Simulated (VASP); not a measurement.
# Ti2GaS3 (P1) in VASP: relaxation of cell and atoms with PBE

Aim: the relaxation of cell and atoms of Ti2GaS3 with PBE.

Program: VASP 6.6.1. These are calculated values, not measurements. Logs are shortened: lines on timing, memory, paths and dates and some standing lists are left out, and cuts for length are marked.

**1. The cell of the first run**

The typed cell holds 12 atoms: a = 3.360 Å, b = 3.339 Å, c = 22.243 Å, α = 89.47°, β = 89.88°, γ = 120.07°.

**2. Relaxation of cell and atoms, PBE**

INCAR reads:

```
SYSTEM = Ti2GaS3
  ALGO = Normal
  EDIFF = 1E-6
  EDIFFG = -0.025
  ENCUT = 600
  GGA = PE
  IBRION = 2
  ISIF = 3
  ISMEAR = 0
  LASPH = .TRUE.
  LCHARG = .FALSE.
  LREAL = .FALSE.
  LWAVE = .FALSE.
  NELM = 80
  NSW = 80
  PREC = Accurate
  SIGMA = 0.2
```

KPOINTS reads:

```
k-points
0
G
  6 6 1
  0 0 0
```

POSCAR reads:

```
Ti2GaS3
1.0
    3.3595169299      0.0039959591      0.0036437633
   -1.6762978628      2.8872938358      0.0156946656
    0.0237188176      0.1316620910     22.2425587344
Ti Ga S
4 2 6
Direct
    0.0213450875      0.0109809154      0.1647480453
    0.0288438431      1.0180029502      0.6723474674
   -0.0030110278      0.9689885188      0.3271887347
   -0.0690402156      1.0166407720      0.8164131462
    0.0374702134      0.0270404131     -0.0022769126
    1.0566846823      1.0353340917      0.5040688621
    0.3500491874      0.6417063572      0.1122990862
    0.3142761812      0.6667903947      0.6083551246
    0.3218382946      0.6411120297      0.2518234682
    0.3075016315      0.6462075322      0.7552159443
    0.3319107993      0.6622458119      0.4008183447
    0.3021313232      0.6649502132      0.8889986887
```

Potentials or basis: VASP PAW PBE potentials, release 64 (Ti_sv, Ga_d, S).

Launch:

```sh
$ cat potpaw_PBE.64/Ti_sv/POTCAR potpaw_PBE.64/Ga_d/POTCAR potpaw_PBE.64/S/POTCAR > POTCAR
$ mpirun -np 1 vasp_std > vasp.out
```

OUTCAR:

```text
SYSTEM = Ti2GaS3
   EDIFF = 1E-6
   EDIFFG = -0.025
   ENCUT = 600
   GGA = PE
   IBRION = 2
   ISIF = 3
   ISMEAR = 0
   LASPH = .TRUE.
   LREAL = .FALSE.
   NELM = 80
   NSW = 80
   PREC = Accurate

 ion  position               nearest neighbor table
   1  0.021  0.011  0.165-   7 2.15   7 2.28   7 2.34   9 2.67   9 2.74   9 2.80
   2  0.029  0.018  0.672-   8 2.34   8 2.34   8 2.53  10 2.60  10 2.64  10 2.78
   3  0.997  0.969  0.327-  11 2.48  11 2.53   9 2.53   9 2.55   9 2.59  11 2.60
   4  0.931  0.017  0.816-  10 2.27  10 2.28  12 2.43  12 2.49  10 2.56  12 2.64
   5  0.037  0.027  0.998-
   6  0.057  0.035  0.504-
   7  0.350  0.642  0.112-   1 2.15   1 2.28   1 2.34
   8  0.314  0.667  0.608-   2 2.34   2 2.34   2 2.53
   9  0.322  0.641  0.252-   3 2.53   3 2.55   3 2.59   1 2.67   1 2.74   1 2.80
  10  0.308  0.646  0.755-   4 2.27   4 2.28   4 2.56   2 2.60   2 2.64   2 2.78
  11  0.332  0.662  0.401-   3 2.48   3 2.53   3 2.60
  12  0.302  0.665  0.889-   4 2.43   4 2.49   4 2.64

  LATTYP: Found a triclinic cell.
 ALAT       =     3.3456175933
 B/A-ratio  =     1.0041557915
 C/A-ratio  =     6.6483871619
 COS(alpha) =     0.0021579791
 COS(beta)  =     0.0114320619
 COS(gamma) =     0.5041451506

  Lattice vectors:

 A1 = (  -1.6832190671,  -2.8912897949,  -0.0193384289)
 A2 = (  -3.3595169299,  -0.0039959591,  -0.0036437633)
 A3 = (  -0.0237188176,  -0.1316620910, -22.2425587344)

Analysis of symmetry for initial positions (statically):
=====================================================================
 Subroutine PRICEL returns:
 Original cell was already a primitive cell.

 Routine SETGRP: Setting up the symmetry group for a
 triclinic supercell.

 Subroutine GETGRP returns: Found  1 space group operations
 (whereof  1 operations were pure point group operations)
 out of a pool of  2 trial point group operations.

The static configuration has the point symmetry C_1 .

Analysis of symmetry for dynamics (positions and initial velocities):
=====================================================================
 Subroutine PRICEL returns:
 Original cell was already a primitive cell.

 Routine SETGRP: Setting up the symmetry group for a
 triclinic supercell.

 Subroutine GETGRP returns: Found  1 space group operations
 (whereof  1 operations were pure point group operations)
 out of a pool of  2 trial point group operations.

The dynamic configuration has the point symmetry C_1 .

 Subroutine INISYM returns: Found  1 space group operations
 (whereof  1 operations are pure point group operations),
 and found     1 'primitive' translations

----------------------------------------------------------------------------------------

                                     Primitive cell

  volume of cell :     215.8919

  direct lattice vectors                    reciprocal lattice vectors
     3.359516930  0.003995959  0.003643763     0.297457873  0.172704632 -0.001339504
    -1.676297863  2.887293836  0.015694666    -0.000409467  0.346118482 -0.002048369
     0.023718818  0.131662091 22.242558734    -0.000048440 -0.000272518  0.044960521

  length of vectors
     3.359521282  3.338665383 22.242961056     0.343962019  0.346124785  0.044961373

  position of ions in fractional coordinates (direct lattice)
     0.021345088  0.010980915  0.164748045
     0.028843843  0.018002950  0.672347467
     0.996988972  0.968988519  0.327188735
     0.930959784  0.016640772  0.816413146
     0.037470213  0.027040413  0.997723087
     0.056684682  0.035334092  0.504068862
     0.350049187  0.641706357  0.112299086
     0.314276181  0.666790395  0.608355125
     0.321838295  0.641112030  0.251823468
     0.307501632  0.646207532  0.755215944
     0.331910799  0.662245812  0.400818345
     0.302131323  0.664950213  0.888998689

  ion indices of the primitive-cell ions
   primitive index   ion index
                 1           1
                 2           2
                 3           3
                 4           4
                 5           5
                 6           6
                 7           7
                 8           8
                 9           9
                10          10
                11          11
                12          12

----------------------------------------------------------------------------------------

 KPOINTS: k-points

Automatic generation of k-mesh.
 Grid dimensions read from file:
 generate k-points for:    6    6    1

 Generating k-lattice:

  Cartesian coordinates                     Fractional coordinates (reciprocal lattice)
     0.049576312  0.028784105 -0.000223251     0.166666667  0.000000000  0.000000000
    -0.000068245  0.057686414 -0.000341395    -0.000000000  0.166666667 -0.000000000
    -0.000048440 -0.000272518  0.044960521     0.000000000 -0.000000000  1.000000000

  Length of vectors
     0.057327003  0.057687464  0.044961373

  Shift w.r.t. Gamma in fractional coordinates (k-lattice)
     0.000000000  0.000000000  0.000000000

 Subroutine IBZKPT returns following result:
 ===========================================

 Found     20 irreducible k-points:

 Following reciprocal coordinates:
            Coordinates               Weight
  0.000000  0.000000  0.000000      1.000000
  0.166667 -0.000000  0.000000      2.000000
  0.333333 -0.000000  0.000000      2.000000
  0.500000 -0.000000 -0.000000      1.000000
 -0.000000  0.166667 -0.000000      2.000000
  0.166667  0.166667  0.000000      2.000000
[... 12 lines left out ...]
  0.333333  0.500000 -0.000000      2.000000
  0.500000  0.500000  0.000000      1.000000
   k-points           NKPTS =     20   k-points in BZ     NKDIM =     20   number of bands    NBANDS=     66
   number of dos      NEDOS =    301   number of ions     NIONS =     12
   total plane-waves  NPLWV = 141120
   dimension x,y,z NGX =    28 NGY =   28 NGZ =  180
   dimension x,y,z NGXF=    56 NGYF=   56 NGZF=  360
   ions per type =               4   2   6
   NGX,Y,Z   is equivalent  to a cutoff of  13.86, 13.94, 13.45 a.u.
   NGXF,Y,Z  is equivalent  to a cutoff of  27.71, 27.88, 26.91 a.u.
 SYSTEM =  Ti2GaS3
   PREC   = accura    normal or accurate (medium, high low for compatibility)
   ISTART =      0    job   : 0-new  1-cont  2-samecut
   ICHARG =      2    charge: 1-file 2-atom 10-const
   ISPIN  =      1    spin polarized calculation?
   LNONCOLLINEAR =      F non collinear calculations
   LSORBIT =      F    spin-orbit coupling
   LASPH  =      T    aspherical Exc in radial PAW
   ENCUT  =  600.0 eV  44.10 Ry    6.64 a.u.   6.71  6.67 44.42*2*pi/ulx,y,z
   NELM   =     80;   NELMIN=  2; NELMDL= -5     # of ELM steps
   EDIFF  = 0.1E-05   stopping-criterion for ELM
   LREAL  =      F    real-space projection
   EDIFFG = -.3E-01   stopping-criterion for IOM
   NSW    =     80    number of steps for IOM
   IBRION =      2    ionic relax: 0-MD 1-quasi-New 2-CG
   NFREE  =      1    steps in history (QN), initial steepest desc. (CG)
   ISIF   =      3    stress and relaxation
   ISYM   =      2    0-nonsym 1-usesym 2-fastsym
   POTIM  = 0.5000    time-step for ionic-motion
   TEBEG  =    0.0;   TEEND  =   0.0 temperature during run
   PSTRESS=    0.0 pullay stress
   NELECT =     110.0000    total number of electrons
   NUPDOWN=      -1.0000    fix difference up-down
   EMIN   =  10.00;   EMAX   =-10.00  energy-range for DOS
   EFERMI =   0.00;   METHOD = LEGACY
   ISMEAR =     0;   SIGMA  =   0.20  broadening in eV -4-tet -1-fermi 0-gaus
   EFERMI_NEDOS =   21; number of points for ismear=-14 and -15
   IALGO  =     38    algorithm
   IMIX   =      4    mixing-type and parameters
     AMIX     =   0.40;   BMIX     =  1.00
     AMIX_MAG =   1.60;   BMIX_MAG =  1.00
  volume/ion in A,a.u.               =      17.99       121.41
  Fermi-wavevector in a.u.,A,eV,Ry     =   1.307556  2.470923 23.261917  1.709703
  Thomas-Fermi vector in A             =   2.438283
   LORBIT       =      0    0 simple, 1 ext, 2 COOP (PROOUT), +10 PAW based schemes
   GGA     = PE    functional components
   LHFCALC =     F    Hartree Fock is set to
   AEXX    =    0.0000 exact exchange contribution
   IVDW    =     0    specifies the selected vdW correction
   LEPSILON=     F    determine dielectric tensor
   LRPA    =     F    only Hartree local field effects (RPA)
 conjugate gradient relaxation of ions
 non-spin polarized calculation
 Gauss-broadening in eV      SIGMA  =   0.20
  energy-cutoff  :      600.00
  volume of cell :      215.89
 maximum number of plane-waves:      7253
   NGX = 13   NGY = 13   NGZ = 89

--------------------------------------- Ionic step        1  -------------------------------------------

 number of electron     110.0000001 magnetization

 Free energy of the ion-electron system (eV)
  ---------------------------------------------------
  ext. energy  EPLUGINS =         0.00000000
  ---------------------------------------------------
  free energy    TOTEN  =       -73.57913402 eV

  energy without entropy =      -73.40582015  energy(sigma->0) =      -73.49247708

------------------------ aborting loop because EDIFF is reached ----------------------------------------

  FORCE on cell =-STRESS in cart. coord.  units (eV):
  Direction    XX          YY          ZZ          XY          YZ          ZX
  --------------------------------------------------------------------------------------
  -------------------------------------------------------------------------------------
  Total       -0.5473126      4.2577643     -1.7748755      1.1191491     -3.4444217      0.6434744
  in kB       -4.0617176     31.5977321    -13.1717113      8.3054321    -25.5617513      4.7753538
  external PRESSURE =       4.7881011 kB  Pullay stress =       0.0000000 kB
[... 119 lines left out ...]
  FREE ENERGIE OF THE ION-ELECTRON SYSTEM (eV)
  ---------------------------------------------------
  free  energy   TOTEN  =       -74.9112793483 eV

  energy  without entropy=      -74.7257086276  energy(sigma->0) =      -74.81849399

[... ionic steps 4 to 28 ...]

--------------------------------------- Ionic step       29  -------------------------------------------

 number of electron     110.0000010 magnetization

------------------------ aborting loop because EDIFF is reached ----------------------------------------

  FORCE on cell =-STRESS in cart. coord.  units (eV):
  Direction    XX          YY          ZZ          XY          YZ          ZX
  --------------------------------------------------------------------------------------
  -------------------------------------------------------------------------------------
  Total       -0.0135618     -0.0330513      0.0143394     -0.0048103      0.0194810      0.0226192
  in kB       -0.1045542     -0.2548077      0.1105490     -0.0370847      0.1501878      0.1743815
  external PRESSURE =      -0.0829377 kB  Pullay stress =       0.0000000 kB
[... 77 lines left out ...]
  energy  without entropy=      -74.9844051956  energy(sigma->0) =      -75.07492601

--------------------------------------- Ionic step       31  -------------------------------------------

 number of electron     110.0000010 magnetization

 Free energy of the ion-electron system (eV)
  ---------------------------------------------------
  ext. energy  EPLUGINS =         0.00000000
  ---------------------------------------------------
  free energy    TOTEN  =       -75.16563951 eV

  energy without entropy =      -74.98441435  energy(sigma->0) =      -75.07502693

 E-fermi :   7.1976     XC(G=0): -10.8918

 val. band max:        7.1918459080   @ k =   0.3333   0.3333   0.0000
 cond. band min:       7.2154173170   @ k =   0.3333   0.3333   0.0000
 fundamental gap:      0.0235714089
 Fermi energy:         7.1976117614

 k-point     1 :       0.0000    0.0000    0.0000
  band No.  band energies     occupation
      1     -49.8942      2.00000
      2     -49.8938      2.00000
      3     -49.8887      2.00000
      4     -49.8883      2.00000
      5     -26.2411      2.00000
      6     -26.2410      2.00000
[... 1408 lines left out ...]
  FREE ENERGIE OF THE ION-ELECTRON SYSTEM (eV)
  ---------------------------------------------------
  free  energy   TOTEN  =       -75.1656395101 eV

  energy  without entropy=      -74.9844143513  energy(sigma->0) =      -75.07502693

 reached required accuracy - stopping structural energy minimisation
```

Wall time 1.8 h (1 thread of Intel Xeon 6975P-C (Granite Rapids), shared host); peak memory 0.62 GiB.

Results:

| Item | Value |
| --- | --- |
| Free energy | -75.1656 eV |
| Relaxed volume | 17.32 Å³/atom |
| Relaxed cell | a = 3.326 Å, b = 3.325 Å, c = 21.697 Å, α = 89.98°, β = 90.02°, γ = 119.99° |
| Space group after relaxing (to 0.1 Å) | Pm (No. 6) |
| Energy gained by relaxing | 132.2 meV/atom |
| Ionic steps | 31 |
| Pressure after relaxing | 0.0 GPa |
| Largest force after relaxing | 0.018 eV/Å |
| Band gap on the k mesh | zero (bands 55 and 56 overlap by 0.90 eV) |

Forces in eV/Å, atoms in the order of the input:
```
Ti   0.006 -0.002 -0.001
Ti   0.006  0.004 -0.013
Ti  -0.007  0.002  0.006
Ti   0.011 -0.013  0.006
Ga  -0.006 -0.009 -0.004
Ga  -0.010 -0.008  0.006
S    0.000  0.009  0.010
S    0.005  0.000 -0.004
S   -0.006  0.008 -0.006
S    0.004  0.002  0.009
S   -0.009  0.004 -0.003
S    0.006  0.004 -0.006
```

The path:
| step | energy change (eV) | largest force (eV/Å) | pressure (GPa) | volume (Å³) |
| --- | --- | --- | --- | --- |
| 1 | 0.0000 | 4.2662 | 0.48 | 215.89 |
| 2 | -1.3321 | 0.7467 | -3.28 | 217.49 |
| 3 | -1.3321 | 0.7435 | -3.31 | 217.51 |
| 4 | -1.4856 | 0.8041 | 1.60 | 206.11 |
| 5 | -1.4942 | 0.7049 | 0.64 | 208.13 |
| 6 | -1.5470 | 0.2549 | 0.14 | 208.07 |
| 7 | -1.5492 | 0.2505 | 0.04 | 208.06 |
| 8 | -1.5611 | 0.1619 | -0.01 | 208.19 |
| 9 | -1.5662 | 0.1781 | -0.06 | 208.36 |
| 10 | -1.5712 | 0.0798 | 0.02 | 208.15 |
| 11 | -1.5721 | 0.0934 | 0.08 | 208.02 |
| 12 | -1.5738 | 0.0709 | -0.14 | 208.31 |
| 13 | -1.5739 | 0.0821 | -0.20 | 208.39 |
| 14 | -1.5752 | 0.0619 | -0.07 | 208.08 |
| 15 | -1.5761 | 0.0762 | 0.19 | 207.53 |
| 16 | -1.5774 | 0.0765 | 0.16 | 207.57 |
| 17 | -1.5803 | 0.0803 | 0.09 | 207.71 |
| 18 | -1.5820 | 0.1259 | -0.04 | 207.97 |
| 19 | -1.5838 | 0.0459 | -0.07 | 207.94 |
| 20 | -1.5839 | 0.0397 | -0.07 | 207.93 |
| 21 | -1.5844 | 0.0355 | 0.05 | 207.63 |
| 22 | -1.5844 | 0.0446 | 0.25 | 207.23 |
| 23 | -1.5845 | 0.0388 | 0.17 | 207.42 |
| 24 | -1.5848 | 0.0328 | 0.13 | 207.48 |
| 25 | -1.5852 | 0.0470 | 0.02 | 207.66 |
| 26 | -1.5852 | 0.0516 | -0.01 | 207.70 |
| 27 | -1.5855 | 0.0360 | -0.01 | 207.75 |
| 28 | -1.5859 | 0.0293 | -0.02 | 207.86 |
| 29 | -1.5860 | 0.0279 | -0.01 | 207.82 |
| 30 | -1.5863 | 0.0254 | 0.03 | 207.71 |
| 31 | -1.5865 | 0.0181 | -0.02 | 207.79 |

Final structure:
```xyz
12
Lattice="3.3257 0.0006 -0.0008 -1.6625 2.8795 0.0010 -0.0024 0.0001 21.6968" Properties=species:S:1:pos:R:3 pbc="T T T"
Ti   -1.6384    2.8556    3.7843
Ti    3.2801    0.0033   14.6347
Ti   -1.6325    2.8553    7.0622
Ti    3.2789    0.0057   17.9136
Ga    0.0256    0.0518    0.0055
Ga    0.0524    0.0479   10.8399
S     0.0227    1.8967    2.2957
S    -0.0433    1.9228   13.1497
S     0.0283    1.8954    5.4233
S    -0.0459    1.9239   16.2747
S     0.0312    1.8967    8.5496
S    -0.0447    1.9242   19.4018
```

Levels at points of the mesh, in eV from the Fermi level:
| k point | band 53 | band 54 | band 55 | band 56 | band 57 | band 58 | band 59 | band 60 |
| --- | --- | --- | --- | --- | --- | --- | --- | --- |
| (0.00, 0.00, 0.00) | -0.26 | 0.67 | 0.68 | 0.68 | 0.69 | 0.72 | 1.21 | 1.58 |
| (0.50, 0.00, 0.00) | -1.02 | -0.67 | -0.41 | -0.18 | 0.78 | 0.96 | 1.79 | 1.81 |
| (0.00, 0.50, 0.00) | -0.98 | -0.68 | -0.36 | -0.22 | 0.87 | 1.02 | 1.79 | 1.81 |
| (0.50, 0.50, 0.00) | -0.99 | -0.67 | -0.38 | -0.20 | 0.84 | 1.00 | 1.79 | 1.81 |

Caveat: the k points lie up to 0.36 Å⁻¹ apart in the final cell, too coarse for converged energies and pressures of a metal.

The gap in the log of VASP goes by the Fermi energy; the results here count the filled bands.